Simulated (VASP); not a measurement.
Wanted: the native input for a VASP 6.6.1 run.

```
Task                   : single point
Functional             : LDA
Potentials or basis    : VASP PAW LDA potentials, release 64 (Rb_sv)
Cutoff                 : 520 eV
k mesh                 : 14 × 14 × 14
Occupations            : gaussian, width 0.15 eV
Spin                   : no spin polarisation
Dipole correction      : no
Further INCAR settings : ALGO = Fast; EDIFF = 1e-07; NBANDS = 10
```

The structure of Rb lies in POSCAR:

```
Rb
1.0
   -2.7119901181      2.7119901181      2.5167268296
    2.7119901181     -2.7119901181      2.5167268296
    2.7119901181      2.7119901181     -2.5167268296
Rb
1
Direct
    0.0000000000      0.0000000000      0.0000000000
```

One way to write it, as run:

INCAR

```
SYSTEM = Rb
ALGO     = Fast           ! electronic algorithm
EDIFF    = 1E-7           ! SCF threshold, eV
ENCUT    = 520            ! plane-wave cutoff, eV
GGA      = CA             ! functional
ISIF     = 2              ! what is computed and relaxed
ISMEAR   = 0              ! smearing method
LASPH    = .TRUE.         ! aspherical terms in the spheres
LCHARG   = .FALSE.        ! write CHGCAR
LREAL    = .FALSE.        ! projectors in reciprocal space
LWAVE    = .FALSE.        ! write WAVECAR
NBANDS   = 10             ! bands
NELM     = 60             ! most SCF steps
PREC     = Accurate       ! precision mode
SIGMA    = 0.15           ! smearing width, eV
```

KPOINTS

```
k-points
0
G
  14 14 14
  0 0 0
```

Potentials or basis: VASP PAW LDA potentials, release 64 (Rb_sv).

The run is started by

```sh
$ cat potpaw_LDA.64/Rb_sv/POTCAR > POTCAR
$ mpirun -np 1 vasp_std > vasp.out
```

Results of the run:

- Pressure: 0.2 GPa
- Band gap on the k mesh: zero (an odd number of electrons rules out a gap without spin polarisation)

Wall time 90 s on 1 thread of Intel(R) Xeon(R) Platinum 8488C (Sapphire Rapids), on a shared host, peak memory 0.29 GiB.
